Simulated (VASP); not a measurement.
# Be2H3 (P-3m1) in VASP: notebook

The runs below take Be2H3 through relaxation of cell and atoms, single point, with PBE.

Program: VASP 6.6.1. These are calculated values, not measurements. Logs are shortened: lines on timing, memory, paths and dates and some standing lists are left out, and cuts for length are marked.

### 1 The cell of the first run

Symmetry: P-3m1, No. 164, trigonal system. The conventional cell has a = 3.129 Å, b = 3.129 Å, c = 3.779 Å, α = 90.00°, β = 90.00°, γ = 120.00°. Be (site symmetry 3m) has 8 H at 1.84 to 2.02 Å and 3 Be at 2.09 Å within 2.4 Å. Within 2.5 Å of H (site symmetry -3m) lie 6 Be at 1.88 Å and 6 H at 2.30 Å. Within 2.4 Å of H (site symmetry 3m) lie 5 Be at 1.84 to 2.02 Å and 6 H at 2.04 to 2.30 Å.

### 2 Relaxation of cell and atoms, PBE

Contents of INCAR:

```
ALGO     = Normal         # electronic algorithm
EDIFF    = 1E-6           # SCF threshold, eV
EDIFFG   = -0.04          # ionic threshold
ENCUT    = 600            # plane-wave cutoff, eV
GGA      = PE             # functional
IBRION   = 2              # ionic algorithm
ISIF     = 3              # what is computed and relaxed
ISMEAR   = 0              # smearing method
LASPH    = T              # aspherical terms in the spheres
LCHARG   = F              # write CHGCAR
LREAL    = F              # projectors in reciprocal space
LWAVE    = F              # write WAVECAR
NELM     = 80             # most SCF steps
NSW      = 90             # ionic steps
PREC     = Accurate       # precision mode
SIGMA    = 0.1            # smearing width, eV
```

Contents of KPOINTS:

```
k-points
0
Gamma
  6 6 4
```

Contents of POSCAR:

```
Be2H3
1.0
    3.1294576333      0.0000000000      0.0000000000
   -1.5647288166      2.7101898105      0.0000000000
    0.0000000000      0.0000000000      3.7785314932
Be H
2 3
Direct
    0.3333333333      0.6666666667      0.1380000000
    0.6666666667      0.3333333333      0.8620000000
    0.0000000000      0.0000000000      0.0000000000
    0.3333333333      0.6666666667      0.6250000000
    0.6666666667      0.3333333333      0.3750000000
```

Potentials or basis: VASP PAW PBE potentials, release 64 (Be, H).

On the command line:

```bash
$ cat potpaw_PBE.64/Be/POTCAR potpaw_PBE.64/H/POTCAR > POTCAR
$ mpirun -np 1 vasp_std > vasp.out
```

OUTCAR:

```text
EDIFF = 1E-6
   EDIFFG = -0.04
   ENCUT = 600
   GGA = PE
   IBRION = 2
   ISIF = 3
   ISMEAR = 0
   LASPH = T
   LREAL = F
   NELM = 80
   NSW = 90
   PREC = Accurate

 ion  position               nearest neighbor table
   1  0.333  0.667  0.138-   2 2.09   2 2.09   2 2.09
   2  0.667  0.333  0.862-   1 2.09   1 2.09   1 2.09
   3  0.000  0.000  0.000-
   4  0.333  0.667  0.625-
   5  0.667  0.333  0.375-

  LATTYP: Found a hexagonal cell.
 ALAT       =     3.1294576333
 C/A-ratio  =     1.2074077799

  Lattice vectors:

 A1 = (   3.1294576333,   0.0000000000,   0.0000000000)
 A2 = (  -1.5647288166,   2.7101898105,   0.0000000000)
 A3 = (   0.0000000000,   0.0000000000,   3.7785314932)

Analysis of symmetry for initial positions (statically):
=====================================================================
 Subroutine PRICEL returns:
 Original cell was already a primitive cell.

 Routine SETGRP: Setting up the symmetry group for a
 hexagonal supercell.

 Subroutine GETGRP returns: Found 12 space group operations
 (whereof 12 operations were pure point group operations)
 out of a pool of 24 trial point group operations.

The static configuration has the point symmetry D_3d.

Analysis of symmetry for dynamics (positions and initial velocities):
=====================================================================
 Subroutine PRICEL returns:
 Original cell was already a primitive cell.

 Routine SETGRP: Setting up the symmetry group for a
 hexagonal supercell.

 Subroutine GETGRP returns: Found 12 space group operations
 (whereof 12 operations were pure point group operations)
 out of a pool of 24 trial point group operations.

The dynamic configuration has the point symmetry D_3d.

 Subroutine INISYM returns: Found 12 space group operations
 (whereof 12 operations are pure point group operations),
 and found     1 'primitive' translations

----------------------------------------------------------------------------------------

                                     Primitive cell

  volume of cell :      32.0473

  direct lattice vectors                    reciprocal lattice vectors
     3.129457633  0.000000000  0.000000000     0.319544189  0.184488923  0.000000000
    -1.564728817  2.710189811  0.000000000     0.000000000  0.368977847  0.000000000
     0.000000000  0.000000000  3.778531493     0.000000000  0.000000000  0.264653081

  length of vectors
     3.129457633  3.129457633  3.778531493     0.368977847  0.368977847  0.264653081

  position of ions in fractional coordinates (direct lattice)
     0.333333333  0.666666667  0.138000000
     0.666666667  0.333333333  0.862000000
     0.000000000  0.000000000  0.000000000
     0.333333333  0.666666667  0.625000000
     0.666666667  0.333333333  0.375000000

  ion indices of the primitive-cell ions
   primitive index   ion index
                 1           1
                 2           2
                 3           3
                 4           4
                 5           5

----------------------------------------------------------------------------------------

 KPOINTS: k-points

Automatic generation of k-mesh.
 Grid dimensions read from file:
 generate k-points for:    6    6    4

 Generating k-lattice:

  Cartesian coordinates                     Fractional coordinates (reciprocal lattice)
     0.053257365  0.030748154  0.000000000     0.166666667  0.000000000  0.000000000
     0.000000000  0.061496308  0.000000000     0.000000000  0.166666667  0.000000000
     0.000000000  0.000000000  0.066163270     0.000000000  0.000000000  0.250000000

  Length of vectors
     0.061496308  0.061496308  0.066163270

  Shift w.r.t. Gamma in fractional coordinates (k-lattice)
     0.000000000  0.000000000  0.000000000

 Subroutine IBZKPT returns following result:
 ===========================================

 Found     24 irreducible k-points:

 Following reciprocal coordinates:
            Coordinates               Weight
  0.000000  0.000000  0.000000      1.000000
  0.166667  0.000000  0.000000      6.000000
  0.333333 -0.000000  0.000000      6.000000
  0.500000 -0.000000  0.000000      3.000000
  0.166667  0.166667  0.000000      6.000000
  0.333333  0.166667  0.000000     12.000000
[... 16 lines left out ...]
  0.333333  0.166667  0.500000     12.000000
  0.333333  0.333333  0.500000      2.000000
   k-points           NKPTS =     24   k-points in BZ     NKDIM =     24   number of bands    NBANDS=      7
   number of dos      NEDOS =    301   number of ions     NIONS =      5
   total plane-waves  NPLWV =  23520
   dimension x,y,z NGX =    28 NGY =   28 NGZ =   30
   dimension x,y,z NGXF=    56 NGYF=   56 NGZF=   60
   ions per type =               2   3
   NGX,Y,Z   is equivalent  to a cutoff of  14.87, 14.87, 13.20 a.u.
   NGXF,Y,Z  is equivalent  to a cutoff of  29.75, 29.75, 26.40 a.u.
 SYSTEM =  unknown system
   PREC   = accura    normal or accurate (medium, high low for compatibility)
   ISTART =      0    job   : 0-new  1-cont  2-samecut
   ICHARG =      2    charge: 1-file 2-atom 10-const
   ISPIN  =      1    spin polarized calculation?
   LNONCOLLINEAR =      F non collinear calculations
   LSORBIT =      F    spin-orbit coupling
   LASPH  =      T    aspherical Exc in radial PAW
   ENCUT  =  600.0 eV  44.10 Ry    6.64 a.u.   6.25  6.25  7.55*2*pi/ulx,y,z
   NELM   =     80;   NELMIN=  2; NELMDL= -5     # of ELM steps
   EDIFF  = 0.1E-05   stopping-criterion for ELM
   LREAL  =      F    real-space projection
   EDIFFG = -.4E-01   stopping-criterion for IOM
   NSW    =     90    number of steps for IOM
   IBRION =      2    ionic relax: 0-MD 1-quasi-New 2-CG
   NFREE  =      1    steps in history (QN), initial steepest desc. (CG)
   ISIF   =      3    stress and relaxation
   ISYM   =      2    0-nonsym 1-usesym 2-fastsym
   POTIM  = 0.5000    time-step for ionic-motion
   TEBEG  =    0.0;   TEEND  =   0.0 temperature during run
   PSTRESS=    0.0 pullay stress
   NELECT =       7.0000    total number of electrons
   NUPDOWN=      -1.0000    fix difference up-down
   EMIN   =  10.00;   EMAX   =-10.00  energy-range for DOS
   EFERMI =   0.00;   METHOD = LEGACY
   ISMEAR =     0;   SIGMA  =   0.10  broadening in eV -4-tet -1-fermi 0-gaus
   EFERMI_NEDOS =   21; number of points for ismear=-14 and -15
   IALGO  =     38    algorithm
   IMIX   =      4    mixing-type and parameters
     AMIX     =   0.40;   BMIX     =  1.00
     AMIX_MAG =   1.60;   BMIX_MAG =  1.00
  volume/ion in A,a.u.               =       6.41        43.25
  Fermi-wavevector in a.u.,A,eV,Ry     =   0.985924  1.863127 13.225498  0.972047
  Thomas-Fermi vector in A             =   2.117267
   LORBIT       =      0    0 simple, 1 ext, 2 COOP (PROOUT), +10 PAW based schemes
   GGA     = PE    functional components
   LHFCALC =     F    Hartree Fock is set to
   AEXX    =    0.0000 exact exchange contribution
   IVDW    =     0    specifies the selected vdW correction
   LEPSILON=     F    determine dielectric tensor
   LRPA    =     F    only Hartree local field effects (RPA)
 conjugate gradient relaxation of ions
 non-spin polarized calculation
 Gauss-broadening in eV      SIGMA  =   0.10
  energy-cutoff  :      600.00
  volume of cell :       32.05
 maximum number of plane-waves:      1095
 NGX is ok and might be reduce to    28
   NGX = 13   NGY = 13   NGZ = 15

--------------------------------------- Ionic step        1  -------------------------------------------

 number of electron       6.9999999 magnetization

 Free energy of the ion-electron system (eV)
  ---------------------------------------------------
  ext. energy  EPLUGINS =         0.00000000
  ---------------------------------------------------
  free energy    TOTEN  =       -13.91186270 eV

  energy without entropy =      -13.90455047  energy(sigma->0) =      -13.90820658

------------------------ aborting loop because EDIFF is reached ----------------------------------------

  FORCE on cell =-STRESS in cart. coord.  units (eV):
  Direction    XX          YY          ZZ          XY          YZ          ZX
  --------------------------------------------------------------------------------------
  -------------------------------------------------------------------------------------
  Total        0.5732622      0.5732622     -2.4609415      0.0000000      0.0000000      0.0000000
  in kB       28.6597294     28.6597294   -123.0325548      0.0000000      0.0000000      0.0000000
  external PRESSURE =     -21.9043653 kB  Pullay stress =       0.0000000 kB
[... 98 lines left out ...]
  FREE ENERGIE OF THE ION-ELECTRON SYSTEM (eV)
  ---------------------------------------------------
  free  energy   TOTEN  =       -14.4223978964 eV

  energy  without entropy=      -14.4156342070  energy(sigma->0) =      -14.41901605

 E-fermi :   5.5281     XC(G=0): -10.0381

 val. band max:        5.5268351503   @ k =   0.3333   0.1667   0.2500
 cond. band min:       5.5355873888   @ k =   0.3333  -0.0000   0.5000
 fundamental gap:      0.0087522385
 Fermi energy:         5.5280645536

 k-point     1 :       0.0000    0.0000    0.0000
  band No.  band energies     occupation
      1      -8.5819      2.00000
      2      -3.5217      2.00000
      3      -3.2072      2.00000
      4      12.1481      0.00000
      5      14.5577      0.00000
      6      16.3416      0.00000
      7      16.3416      0.00000
[... 221 lines left out ...]
 k-point    24 :       0.3333    0.3333    0.5000
  band No.  band energies     occupation
      1      -1.8990      2.00000
      2      -0.3968      2.00000
      3      -0.3968      2.00000
      4       5.1164      2.00000
      5       6.0132      0.00000
      6       6.0132      0.00000
      7      10.3218      0.00000

[... ionic steps 4 to 33 ...]

--------------------------------------- Ionic step       34  -------------------------------------------

 number of electron       6.9999996 magnetization

------------------------ aborting loop because EDIFF is reached ----------------------------------------

  FORCE on cell =-STRESS in cart. coord.  units (eV):
  Direction    XX          YY          ZZ          XY          YZ          ZX
  --------------------------------------------------------------------------------------
  -------------------------------------------------------------------------------------
  Total       -0.0145936     -0.0145936     -0.2181893     -0.0000000      0.0000000     -0.0000000
  in kB       -0.8007368     -0.8007368    -11.9718306     -0.0000000      0.0000000     -0.0000000
  external PRESSURE =      -4.5244347 kB  Pullay stress =       0.0000000 kB
[... 63 lines left out ...]
  energy  without entropy=      -15.6362125312  energy(sigma->0) =      -15.63852860

--------------------------------------- Ionic step       36  -------------------------------------------

 number of electron       7.0000000 magnetization

 Free energy of the ion-electron system (eV)
  ---------------------------------------------------
  ext. energy  EPLUGINS =         0.00000000
  ---------------------------------------------------
  free energy    TOTEN  =       -15.64279530 eV

  energy without entropy =      -15.63841573  energy(sigma->0) =      -15.64060552

 E-fermi :   5.4800     XC(G=0):  -9.8706

 val. band max:        5.3804587968   @ k =   0.3333   0.3333   0.0000
 cond. band min:       5.5131371138   @ k =   0.5000  -0.0000   0.2500
 fundamental gap:      0.1326783170
 Fermi energy:         5.4799993447

 k-point     1 :       0.0000    0.0000    0.0000
  band No.  band energies     occupation
      1      -8.5696      2.00000
      2      -4.4008      2.00000
      3      -3.9189      2.00000
      4       9.2473      0.00000
      5      12.0869      0.00000
      6      17.3126      0.00000
      7      17.3126      0.00000
[... 260 lines left out ...]
  FREE ENERGIE OF THE ION-ELECTRON SYSTEM (eV)
  ---------------------------------------------------
  free  energy   TOTEN  =       -15.6427953049 eV

  energy  without entropy=      -15.6384157284  energy(sigma->0) =      -15.64060552

 reached required accuracy - stopping structural energy minimisation
```

Run time: 2 min. Hardware: 1 thread of Intel Xeon Platinum 8488C (Sapphire Rapids), shared host; peak memory 0.16 GiB.

Results:

| Property | Result |
| --- | --- |
| Free energy | -15.6428 eV |
| Relaxed volume | 5.80 Å³/atom |
| Relaxed cell | a = 2.458 Å, b = 2.458 Å, c = 5.538 Å, α = 90.00°, β = 90.00°, γ = 120.00° |
| Space group after relaxing (to 0.1 Å) | P-3m1 (No. 164) |
| Energy gained by relaxing | 346.2 meV/atom |
| Ionic steps | 36 |
| Pressure after relaxing | 0.8 GPa |
| Largest force after relaxing | 0.019 eV/Å |
| Band gap on the k mesh | zero (an odd number of electrons rules out a gap without spin polarisation) |

Forces in eV/Å, atoms in the order of the input:
```
Be   0.000  0.000  0.019
Be   0.000  0.000 -0.019
H    0.000  0.000  0.000
H    0.000  0.000  0.017
H    0.000  0.000 -0.017
```

Stress tensor (GPa, compression positive):
```
0.77 0.00 0.00
0.00 0.77 0.00
0.00 0.00 0.92
```

The path:
| step | energy change (eV) | largest force (eV/Å) | pressure (GPa) | volume (Å³) |
| --- | --- | --- | --- | --- |
| 1 | 0.0000 | 1.4729 | -2.19 | 32.05 |
| 2 | -0.2401 | 1.1666 | -2.94 | 31.63 |
| 3 | -0.5105 | 0.6666 | 0.88 | 30.31 |
| 4 | -0.5159 | 0.3931 | -0.77 | 30.59 |
| 5 | -0.5194 | 0.4798 | -0.26 | 30.49 |
| 6 | -0.5863 | 0.3339 | -1.73 | 30.34 |
| 7 | -0.7204 | 0.2341 | -4.40 | 29.86 |
| 8 | -0.7124 | 0.9394 | -5.19 | 28.74 |
| 9 | -0.7524 | 0.4290 | -5.41 | 29.44 |
| 10 | -0.8175 | 0.4988 | -3.59 | 28.54 |
| 11 | -0.9144 | 0.6473 | 5.34 | 25.88 |
| 12 | -0.9575 | 0.6460 | 7.05 | 25.53 |
| 13 | -0.9694 | 0.6448 | 9.57 | 25.13 |
| 14 | -1.0421 | 0.5770 | 6.93 | 25.65 |
| 15 | -1.1868 | 0.7095 | 1.04 | 27.19 |
| 16 | -1.2566 | 0.3543 | -6.86 | 30.33 |
| 17 | -1.2652 | 0.4721 | -5.06 | 29.42 |
| 18 | -1.3183 | 0.2837 | -3.43 | 28.87 |
| 19 | -1.3588 | 0.3098 | -0.60 | 27.88 |
| 20 | -1.3786 | 0.2879 | -0.02 | 27.59 |
| 21 | -1.4136 | 0.2009 | 2.31 | 26.76 |
| 22 | -1.4284 | 0.1812 | 2.29 | 26.77 |
| 23 | -1.4716 | 0.1101 | 2.52 | 26.82 |
| 24 | -1.4876 | 0.5348 | 3.50 | 26.90 |
| 25 | -1.4990 | 0.1817 | 2.94 | 26.87 |
| 26 | -1.5262 | 0.2553 | 2.55 | 27.04 |
| 27 | -1.5863 | 0.4836 | 1.68 | 27.54 |
| 28 | -1.5824 | 0.9821 | 1.92 | 28.43 |
| 29 | -1.5988 | 0.7341 | 1.77 | 28.07 |
| 30 | -1.6753 | 0.5504 | 0.49 | 28.52 |
| 31 | -1.7163 | 0.2537 | -0.20 | 28.97 |
| 32 | -1.6843 | 0.1740 | -0.86 | 29.78 |
| 33 | -1.7236 | 0.1951 | -0.52 | 29.26 |
| 34 | -1.7239 | 0.1894 | -0.45 | 29.20 |
| 35 | -1.7290 | 0.1074 | 0.14 | 29.10 |
| 36 | -1.7309 | 0.0195 | 0.82 | 28.98 |

Final structure:
```xyz
5
Lattice="2.4582 0.0000 0.0000 -1.2291 2.1288 0.0000 0.0000 0.0000 5.5384" Properties=species:S:1:pos:R:3 pbc="T T T"
Be    0.0000    1.4192    1.0679
Be    1.2291    0.7096    4.4704
H     0.0000    0.0000    0.0000
H     0.0000    1.4192    3.7253
H     1.2291    0.7096    1.8131
```

Caveat: the k points lie up to 0.49 Å⁻¹ apart in the final cell, too coarse for converged energies and pressures of a metal; a cell axis changed by over 15 % at a fixed basis, so the end point is rough.

(Part 1 of 2 ends here.)
